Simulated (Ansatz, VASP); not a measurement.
F: VASP beside Ansatz

File INCAR:

```
PREC = Accurate ; ENCUT = 520
EDIFF = 1E-6 ; ISMEAR = 0
SIGMA = 0.05 ; LREAL = F
LASPH = T ; NELM = 80
ALGO = Normal ; ISIF = 2
LWAVE = F ; LCHARG = T
GGA = PS ; LELF = T
LVHAR = T ; NBANDS = 22
```

Contents of KPOINTS:

```
Automatic mesh
0
Gamma
  4 4 2
```

POSCAR

```
F
1.0
    2.9920556910     -1.7474209444     -0.2307731469
    2.9920556910      1.7474209444     -0.2307731469
   -2.2414811322      0.0000000000      6.9944972157
F
4
Direct
    0.0848459664      0.0848459664      0.0940038325
    0.9151540336      0.9151540336      0.9059961675
    0.5015719855      0.5015719855      0.5937195244
    0.4984280145      0.4984280145      0.4062804756
```

Input for Ansatz:

```yaml
crystal:
  lattice:
    - [2.992055691, -1.7474209444, -0.2307731469]
    - [2.992055691, 1.7474209444, -0.2307731469]
    - [-2.2414811322, 0.0, 6.9944972157]
  atoms:
    - { symbol: F, position: [0.0848459664, 0.0848459664, 0.0940038325] }
    - { symbol: F, position: [0.9151540336, 0.9151540336, 0.9059961675] }
    - { symbol: F, position: [0.5015719855, 0.5015719855, 0.5937195244] }
    - { symbol: F, position: [0.4984280145, 0.4984280145, 0.4062804756] }
basis:
  ecutwfc: 520.0
kpoints:
  mp_grid: { grid: [4, 4, 2] }
hamiltonian:
  xc: pbesol
scf:
  occupations: { method: gaussian, width: 0.05 }
output:
  forces: true
  stress: true
  eigenvalues: true
```

Change from the starting cell: volume 17.833 Å^3 an atom, stretch along a over the lengths across it, relative to the relaxed cell 0.9841.

Alike in both runs: task single point; functional PBEsol; k mesh 4 × 4 × 2; occupations gaussian, width 0.05 eV; no spin polarisation.

|  | VASP | Ansatz |
| --- | --- | --- |
| version | VASP 6.6.1 | Ansatz 0.2.0 |
| potentials or method | VASP PAW PBE potentials, release 64 (F), cutoff 520 eV | scalar-relativistic, plane waves, PAW |
| valence electrons in the cell | 28 | 28 |

|  | VASP | Ansatz | Ansatz less VASP |
| --- | --- | --- | --- |
| gap on the k mesh at the Fermi level (eV) | 3.33 | 3.41 | +0.088 |
| least direct gap on the mesh (eV) | 3.43 | 3.51 | +0.088 |
| pressure (GPa) | 3.2 | 2.7 | -0.49 |
| traceless stress, the component that is largest in VASP (GPa) | 5.79 | 4.10 | -1.684 |
| rms of the force components (eV/Å) | 0.998 | 0.708 | -0.2905 |

VASP's potentials were made for PBE, not for PBEsol. Atom by atom the forces differ by 0.290 eV/Å (rms over components).

The k mesh is coarse, so the values compare programs but aren't converged.
